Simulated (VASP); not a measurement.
# Pb (Im-3m) in VASP: a series of runs

Pb is run at these levels: LDA; tasks: single point.

Program: VASP 6.6.1. These are calculated values, not measurements. Logs are shortened: lines on timing, memory, paths and dates and some standing lists are left out, and cuts for length are marked.

## Step 1: The cell of the first run

The structure is cubic, space group Im-3m (No. 229). Conventional cell: a = 3.959 Å, b = 3.959 Å, c = 3.959 Å, α = 90.00°, β = 90.00°, γ = 90.00°. Within 4.5 Å of Pb (site symmetry m-3m) lie 14 Pb at 3.43 to 3.96 Å.

This isn't the form of Pb at room conditions, which is fcc.

## Step 2: Single point, LDA

Contents of INCAR:

```
PREC = Accurate
ENCUT = 520
EDIFF = 1E-6
ISMEAR = -1
SIGMA = 0.05
LREAL = F
LASPH = T
NELM = 100
ALGO = Normal
ISIF = 2
LWAVE = F
LCHARG = F
NBANDS = 13
```

Contents of KPOINTS:

```
regular mesh
0
Gamma
  9 9 9
```

Contents of POSCAR:

```
Pb
1.0
   -1.9796595667      1.9796595667      1.9796595667
    1.9796595667     -1.9796595667      1.9796595667
    1.9796595667      1.9796595667     -1.9796595667
Pb
1
Direct
    0.0000000000      0.0000000000      0.0000000000
```

Potentials or basis: VASP PAW LDA potentials, release 64 (Pb_d).

The run is started by

```sh
$ cat potpaw_LDA.64/Pb_d/POTCAR > POTCAR
$ mpirun -np 1 vasp_std > vasp.out
```

OUTCAR:

```text
PREC = Accurate
   ENCUT = 520
   EDIFF = 1E-6
   ISMEAR = -1
   LREAL = F
   LASPH = T
   NELM = 100
   ISIF = 2

 ion  position               nearest neighbor table
   1  0.000  0.000  0.000-

  LATTYP: Found a body centered cubic cell.
 ALAT       =     3.9593191334

  Lattice vectors:

 A1 = (  -1.9796595667,   1.9796595667,   1.9796595667)
 A2 = (   1.9796595667,  -1.9796595667,   1.9796595667)
 A3 = (   1.9796595667,   1.9796595667,  -1.9796595667)

Analysis of symmetry for initial positions (statically):
=====================================================================
 Subroutine PRICEL returns:
 Original cell was already a primitive cell.

 Routine SETGRP: Setting up the symmetry group for a
 body centered cubic supercell.

 Subroutine GETGRP returns: Found 48 space group operations
 (whereof 48 operations were pure point group operations)
 out of a pool of 48 trial point group operations.

The static configuration has the point symmetry O_h .

Analysis of symmetry for dynamics (positions and initial velocities):
=====================================================================
 Subroutine PRICEL returns:
 Original cell was already a primitive cell.

 Routine SETGRP: Setting up the symmetry group for a
 body centered cubic supercell.

 Subroutine GETGRP returns: Found 48 space group operations
 (whereof 48 operations were pure point group operations)
 out of a pool of 48 trial point group operations.

The dynamic configuration has the point symmetry O_h .

 Subroutine INISYM returns: Found 48 space group operations
 (whereof 48 operations are pure point group operations),
 and found     1 'primitive' translations

----------------------------------------------------------------------------------------

                                     Primitive cell

  volume of cell :      31.0336

  direct lattice vectors                    reciprocal lattice vectors
    -1.979659567  1.979659567  1.979659567     0.000000000  0.252568678  0.252568678
     1.979659567 -1.979659567  1.979659567     0.252568678  0.000000000  0.252568678
     1.979659567  1.979659567 -1.979659567     0.252568678  0.252568678  0.000000000

  length of vectors
     3.428870951  3.428870951  3.428870951     0.357186050  0.357186050  0.357186050

  position of ions in fractional coordinates (direct lattice)
     0.000000000  0.000000000  0.000000000

  ion indices of the primitive-cell ions
   primitive index   ion index
                 1           1

----------------------------------------------------------------------------------------

 KPOINTS: regular mesh

Automatic generation of k-mesh.
 Grid dimensions read from file:
 generate k-points for:    9    9    9

 Generating k-lattice:

  Cartesian coordinates                     Fractional coordinates (reciprocal lattice)
     0.000000000  0.028063186  0.028063186     0.111111111  0.000000000  0.000000000
     0.028063186  0.000000000  0.028063186     0.000000000  0.111111111  0.000000000
     0.028063186  0.028063186  0.000000000     0.000000000  0.000000000  0.111111111

  Length of vectors
     0.039687339  0.039687339  0.039687339

  Shift w.r.t. Gamma in fractional coordinates (k-lattice)
     0.000000000  0.000000000  0.000000000

 Subroutine IBZKPT returns following result:
 ===========================================

 Found     35 irreducible k-points:

 Following reciprocal coordinates:
            Coordinates               Weight
  0.000000  0.000000  0.000000      1.000000
  0.111111  0.000000  0.000000     12.000000
  0.222222  0.000000  0.000000     12.000000
  0.333333  0.000000  0.000000     12.000000
  0.444444  0.000000  0.000000     12.000000
  0.111111  0.111111  0.000000     24.000000
[... 16 lines left out ...]
 -0.333333  0.444444  0.111111     48.000000
 -0.444444 -0.444444  0.111111     24.000000
 [... further k-points ...]
   k-points           NKPTS =     35   k-points in BZ     NKDIM =     35   number of bands    NBANDS=     13
   number of dos      NEDOS =    301   number of ions     NIONS =      1
   total plane-waves  NPLWV =  21952
   dimension x,y,z NGX =    28 NGY =   28 NGZ =   28
   dimension x,y,z NGXF=    56 NGYF=   56 NGZF=   56
   ions per type =               1
   NGX,Y,Z   is equivalent  to a cutoff of  13.58, 13.58, 13.58 a.u.
   NGXF,Y,Z  is equivalent  to a cutoff of  27.15, 27.15, 27.15 a.u.
 SYSTEM =  unknown system
   PREC   = accura    normal or accurate (medium, high low for compatibility)
   ISTART =      0    job   : 0-new  1-cont  2-samecut
   ICHARG =      2    charge: 1-file 2-atom 10-const
   ISPIN  =      1    spin polarized calculation?
   LNONCOLLINEAR =      F non collinear calculations
   LSORBIT =      F    spin-orbit coupling
   LASPH  =      T    aspherical Exc in radial PAW
   ENCUT  =  520.0 eV  38.22 Ry    6.18 a.u.   6.38  6.38  6.38*2*pi/ulx,y,z
   NELM   =    100;   NELMIN=  2; NELMDL= -5     # of ELM steps
   EDIFF  = 0.1E-05   stopping-criterion for ELM
   LREAL  =      F    real-space projection
   EDIFFG = 0.1E-04   stopping-criterion for IOM
   NSW    =      0    number of steps for IOM
   IBRION =     -1    ionic relax: 0-MD 1-quasi-New 2-CG
   NFREE  =      0    steps in history (QN), initial steepest desc. (CG)
   ISIF   =      2    stress and relaxation
   ISYM   =      2    0-nonsym 1-usesym 2-fastsym
   POTIM  = 0.5000    time-step for ionic-motion
   TEBEG  =    0.0;   TEEND  =   0.0 temperature during run
   PSTRESS=    0.0 pullay stress
   NELECT =      14.0000    total number of electrons
   NUPDOWN=      -1.0000    fix difference up-down
   EMIN   =  10.00;   EMAX   =-10.00  energy-range for DOS
   EFERMI =   0.00;   METHOD = LEGACY
   ISMEAR =    -1;   SIGMA  =   0.05  broadening in eV -4-tet -1-fermi 0-gaus
   EFERMI_NEDOS =   21; number of points for ismear=-14 and -15
   IALGO  =     38    algorithm
   IMIX   =      4    mixing-type and parameters
     AMIX     =   0.40;   BMIX     =  1.00
     AMIX_MAG =   1.60;   BMIX_MAG =  1.00
  volume/ion in A,a.u.               =      31.03       209.42
  Fermi-wavevector in a.u.,A,eV,Ry     =   1.255568  2.372680 21.448927  1.576452
  Thomas-Fermi vector in A             =   2.389319
   LORBIT       =      0    0 simple, 1 ext, 2 COOP (PROOUT), +10 PAW based schemes
   GGA     = CA    functional components
   LHFCALC =     F    Hartree Fock is set to
   AEXX    =    0.0000 exact exchange contribution
   IVDW    =     0    specifies the selected vdW correction
   LEPSILON=     F    determine dielectric tensor
   LRPA    =     F    only Hartree local field effects (RPA)
 non-spin polarized calculation
  energy-cutoff  :      520.00
  volume of cell :       31.03
 maximum number of plane-waves:       887
 NGX is ok and might be reduce to    28
   NGX = 13   NGY = 13   NGZ = 13

 number of electron      14.0000002 magnetization

 Free energy of the ion-electron system (eV)
  ---------------------------------------------------
  ext. energy  EPLUGINS =         0.00000000
  ---------------------------------------------------
  free energy    TOTEN  =        -4.18129759 eV

  energy without entropy =       -4.17552717  energy(sigma->0) =       -4.17841238

 E-fermi :   6.7872     XC(G=0): -10.3501

 val. band max:        6.6831461663   @ k =   0.3333   0.2222   0.0000
 cond. band min:       6.8864780916   @ k =  -0.2222   0.3333   0.1111
 fundamental gap:      0.2033319253
 Fermi energy:         6.7872478944

 k-point     1 :       0.0000    0.0000    0.0000
  band No.  band energies     occupation
      1     -10.3109      2.00000
      2     -10.3109      2.00000
      3     -10.3109      2.00000
      4     -10.0821      2.00000
      5     -10.0821      2.00000
      6      -4.8688      2.00000
      7      14.1019      0.00000
      8      14.1019      0.00000
      9      14.1019      0.00000
     10      17.8747      0.00000
     11      17.8747      0.00000
     12      17.8747      0.00000
     13      18.3882      0.00000

 k-point     2 :       0.1111    0.0000    0.0000
  band No.  band energies     occupation
      1     -10.3202      2.00000
      2     -10.2995      2.00000
      3     -10.2695      2.00000
      4     -10.0922      2.00000
      5     -10.0830      2.00000
      6      -4.6239      2.00000
      7      11.9545      0.00000
      8      13.3534      0.00000
      9      13.7947      0.00000
     10      16.6250      0.00000
     11      17.2976      0.00000
     12      17.7129      0.00000
     13      19.5475      0.00000

 k-point     3 :       0.2222    0.0000    0.0000
  band No.  band energies     occupation
      1     -10.3438      2.00000
      2     -10.2816      2.00000
      3     -10.1631      2.00000
      4     -10.1106      2.00000
      5     -10.0852      2.00000
      6      -3.8925      2.00000
      7       8.5961      0.00000
      8      11.9785      0.00000
      9      13.0377      0.00000
     10      15.4093      0.00000
     11      16.5152      0.00000
     12      18.0912      0.00000
     13      20.2019      0.00000
[... 305 lines left out ...]
 k-point    23 :      -0.3333    0.4444    0.1111
  band No.  band energies     occupation
      1     -10.3019      2.00000
      2     -10.2462      2.00000
      3     -10.1484      2.00000
      4     -10.1178      2.00000
      5     -10.0022      2.00000
      6      -1.4742      2.00000
      7       4.7519      2.00000
      8       7.7966      0.00000
      9      11.3242      0.00000
     10      15.2653      0.00000
     11      16.3074      0.00000
     12      19.3906      0.00000
     13      19.6626      0.00000

 k-point    24 :      -0.4444   -0.4444    0.1111
  band No.  band energies     occupation
      1     -10.3077      2.00000
      2     -10.2546      2.00000
      3     -10.1594      2.00000
      4     -10.1003      2.00000
      5      -9.9678      2.00000
      6      -0.6814      2.00000
      7       3.5792      2.00000
      8       7.4169      0.00001
      9      11.2160      0.00000
     10      15.5509      0.00000
     11      16.9568      0.00000
     12      17.7505      0.00000
     13      19.4903      0.00000

 [... further k-points ...]
[... 5 lines left out ...]
  --------------------------------------------------------------------------------------
  -------------------------------------------------------------------------------------
  Total       -0.6429624     -0.6429624     -0.6429624      0.0000000     -0.0000000      0.0000000
  in kB      -33.1943827    -33.1943827    -33.1943827      0.0000000     -0.0000000      0.0000000
  external PRESSURE =     -33.1943827 kB  Pullay stress =       0.0000000 kB

 VOLUME and BASIS-vectors are now :
 -----------------------------------------------------------------------------
  energy-cutoff  :      520.00
  volume of cell :       31.03
      direct lattice vectors                 reciprocal lattice vectors
    -1.979659567  1.979659567  1.979659567     0.000000000  0.252568678  0.252568678
     1.979659567 -1.979659567  1.979659567     0.252568678  0.000000000  0.252568678
     1.979659567  1.979659567 -1.979659567     0.252568678  0.252568678  0.000000000

 POSITION                                       TOTAL-FORCE (eV/Angst)
 -----------------------------------------------------------------------------------
      0.00000      0.00000      0.00000         0.000000     -0.000000      0.000000
 -----------------------------------------------------------------------------------
    total drift:                                0.000000     -0.000000      0.000000

  FREE ENERGIE OF THE ION-ELECTRON SYSTEM (eV)
  ---------------------------------------------------
  free  energy   TOTEN  =        -4.1812975908 eV

  energy  without entropy=       -4.1755271713  energy(sigma->0) =       -4.17841238
```

Run time: 16 s. Hardware: 1 thread of AMD EPYC 7R13, shared host; peak memory 0.11 GiB.

What came out:

* Free energy: -4.1813 eV
* Pressure: -3.3 GPa
* Band gap on the k mesh: zero (bands 7 and 8 overlap by 9.35 eV)

Levels at points of the mesh, in eV from the Fermi level:
```tsv
k point	band 3	band 4	band 5	band 6	band 7	band 8	band 9	band 10	band 11	band 12
(0.00, 0.00, 0.00)	-17.10	-16.87	-16.87	-11.66	7.31	7.31	7.31	11.09	11.09	11.09
```

Caveat: the cell stands under tension; spin-orbit coupling is left out, which moves the levels of the heavy elements.

## Step 3: Single point, LDA

This run uses another cell than the first one, of 31.65 Å³/atom.

Contents of INCAR:

```
SYSTEM = Pb
PREC = Accurate
ENCUT = 520
EDIFF = 1E-6
ISMEAR = -1
SIGMA = 0.05
LREAL = .False.
LASPH = .True.
NELM = 100
ALGO = Normal
ISIF = 2
LWAVE = .False.
LCHARG = .True.
LELF = .True.
LVHAR = .True.
NBANDS = 13
```

Contents of KPOINTS:

```
Automatic mesh
0
Gamma
  9 9 9
  0 0 0
```

Contents of POSCAR:

```
Pb
1.0
   -1.9927702770      1.9927702770      1.9927702770
    1.9927702770     -1.9927702770      1.9927702770
    1.9927702770      1.9927702770     -1.9927702770
Pb
1
Direct
    0.0000000000      0.0000000000      0.0000000000
```

Potentials or basis: VASP PAW LDA potentials, release 64 (Pb_d).

The run is started by

```sh
$ cat potpaw_LDA.64/Pb_d/POTCAR > POTCAR
$ mpirun -np 1 vasp_std > vasp.out
```

OUTCAR:

```text
SYSTEM = Pb
   PREC = Accurate
   ENCUT = 520
   EDIFF = 1E-6
   ISMEAR = -1
   LREAL = .False.
   LASPH = .True.
   NELM = 100
   ISIF = 2

 ion  position               nearest neighbor table
   1  0.000  0.000  0.000-

  LATTYP: Found a body centered cubic cell.
 ALAT       =     3.9855405540

  Lattice vectors:

 A1 = (  -1.9927702770,   1.9927702770,   1.9927702770)
 A2 = (   1.9927702770,  -1.9927702770,   1.9927702770)
 A3 = (   1.9927702770,   1.9927702770,  -1.9927702770)

[... 553 lines left out ...]
      5     -10.1871      2.00000
      6      -0.9002      2.00000
      7       3.4388      2.00000
      8       7.1953      0.00001
      9      10.9130      0.00000
     10      15.2322      0.00000
     11      16.6274      0.00000
     12      17.4482      0.00000
     13      19.1356      0.00000

 [... further k-points ...]
[... 5 lines left out ...]
  --------------------------------------------------------------------------------------
  -------------------------------------------------------------------------------------
  Total       -0.7824978     -0.7824978     -0.7824978      0.0000000      0.0000000      0.0000000
  in kB      -39.6060932    -39.6060932    -39.6060932      0.0000000      0.0000000      0.0000000
  external PRESSURE =     -39.6060932 kB  Pullay stress =       0.0000000 kB

 VOLUME and BASIS-vectors are now :
 -----------------------------------------------------------------------------
  energy-cutoff  :      520.00
  volume of cell :       31.65
      direct lattice vectors                 reciprocal lattice vectors
    -1.992770277  1.992770277  1.992770277     0.000000000  0.250906994  0.250906994
     1.992770277 -1.992770277  1.992770277     0.250906994  0.000000000  0.250906994
     1.992770277  1.992770277 -1.992770277     0.250906994  0.250906994  0.000000000

 POSITION                                       TOTAL-FORCE (eV/Angst)
 -----------------------------------------------------------------------------------
      0.00000      0.00000      0.00000        -0.000000     -0.000000      0.000000
 -----------------------------------------------------------------------------------
    total drift:                               -0.000000     -0.000000      0.000000

  FREE ENERGIE OF THE ION-ELECTRON SYSTEM (eV)
  ---------------------------------------------------
  free  energy   TOTEN  =        -4.1672542150 eV

  energy  without entropy=       -4.1604020274  energy(sigma->0) =       -4.16382812
```

OSZICAR:

```text
N       E                     dE             d eps       ncg     rms          rms(c)
DAV:   1     0.108590439906E+03    0.10859E+03   -0.70306E+03   918   0.123E+03
DAV:   2     0.109750308942E+01   -0.10749E+03   -0.10419E+03   950   0.310E+02
DAV:   3    -0.405701822373E+01   -0.51545E+01   -0.51384E+01  1140   0.734E+01
DAV:   4    -0.417790814976E+01   -0.12089E+00   -0.12087E+00  1118   0.122E+01
DAV:   5    -0.418283507881E+01   -0.49269E-02   -0.49268E-02  1261   0.218E+00    0.525E-01
DAV:   6    -0.417056937904E+01    0.12266E-01   -0.15487E-02  1173   0.217E+00    0.259E-01
DAV:   7    -0.416748204641E+01    0.30873E-02   -0.60655E-03  1183   0.122E+00    0.894E-02
DAV:   8    -0.416725344364E+01    0.22860E-03   -0.32917E-04  1240   0.309E-01    0.803E-03
DAV:   9    -0.416725421502E+01   -0.77138E-06   -0.64640E-06  1243   0.359E-02
   1 F= -.41672542E+01 E0= -.41638281E+01  d E =-.685219E-02
```

stdout:

```text
POSCAR found type information on POSCAR Pb
 POSCAR found :  1 types and       1 ions
 scaLAPACK will be used
 LDA part: xc-table for (Slater(with rela. corr.)+CA(PZ))
 , standard interpolation
 POSCAR, INCAR and KPOINTS ok, starting setup
 FFT: planning ... GRIDC
 FFT: planning ... GRID_SOFT
 FFT: planning ... GRID
 WAVECAR not read
 entering main loop
```

Run time: 16 s. Hardware: 1 thread of AMD EPYC 7R13, shared host; peak memory 0.11 GiB.

What came out:

* Free energy: -4.1673 eV
* Pressure: -4.0 GPa
* Band gap on the k mesh: zero (bands 7 and 8 overlap by 9.13 eV)

Levels at points of the mesh, in eV from the Fermi level:
```tsv
k point	band 5	band 6	band 7	band 8	band 9	band 10
(0.00, 0.00, 0.00)	-16.86	-11.52	7.15	7.15	7.15	11.06
```

Caveat: the cell stands under tension; spin-orbit coupling is left out, which moves the levels of the heavy elements.
